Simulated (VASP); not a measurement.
Write the native input for VASP 6.6.1 that does the following.

- Task: single point
- Functional: PBEsol
- Potentials or basis: VASP PAW PBE potentials, release 64 (Au)
- Cutoff: 520 eV
- k mesh: 24 × 24 × 12
- Occupations: gaussian, width 0.15 eV
- Spin: no spin polarisation
- Dipole correction: no
- Further INCAR settings: ALGO = Fast; EDIFF = 1e-06; NBANDS = 18

The structure of Au lies in POSCAR:

```
Au
1.0
    1.4100150311     -2.5295881144      0.0000000000
    1.4100150311      2.5295881144      0.0000000000
    0.0000000000      0.0000000000      4.8006775662
Au
2
Direct
    0.6638639510      0.3361360490      0.2500000000
    0.3361360490      0.6638639510      0.7500000000
```

This cell differs from its parent crystal: strain +0.0050 x Voigt [0, 1, 0, 0, 0, 0].

These files were run (other wordings do the same):

INCAR

```
PREC     = Accurate       # precision mode
ENCUT    = 520            # plane-wave cutoff, eV
EDIFF    = 1E-6           # SCF threshold, eV
ISMEAR   = 0              # smearing method
SIGMA    = 0.15           # smearing width, eV
LREAL    = F              # projectors in reciprocal space
LASPH    = T              # aspherical terms in the spheres
NELM     = 80             # most SCF steps
ALGO     = Fast           # electronic algorithm
ISIF     = 2              # what is computed and relaxed
LWAVE    = F              # write WAVECAR
LCHARG   = F              # write CHGCAR
GGA      = PS             # functional
NBANDS   = 18             # bands
```

KPOINTS

```
Automatic mesh
0
Gamma
  24 24 12
```

Potentials or basis: VASP PAW PBE potentials, release 64 (Au).

Launch:

```bash
$ cat potpaw_PBE.64/Au/POTCAR > POTCAR
$ mpirun -np 1 vasp_std > vasp.out
```

Results of the run:

The pressure is -1.0 GPa and the largest force is 0.009 eV/Å. The band gap on the k mesh is zero (bands 11 and 12 overlap by 6.73 eV).

Caveat: the cell differs from its parent crystal (strain +0.0050 x Voigt [0, 1, 0, 0, 0, 0]); the PAW data sets were made with another functional, which shifts forces and pressure a little; spin-orbit coupling is left out, which moves the levels of the heavy elements.

Run time: 8.2 min on 1 thread of Oxide Virtual Turin-like Processor (shared host), peak memory 0.57 GiB.
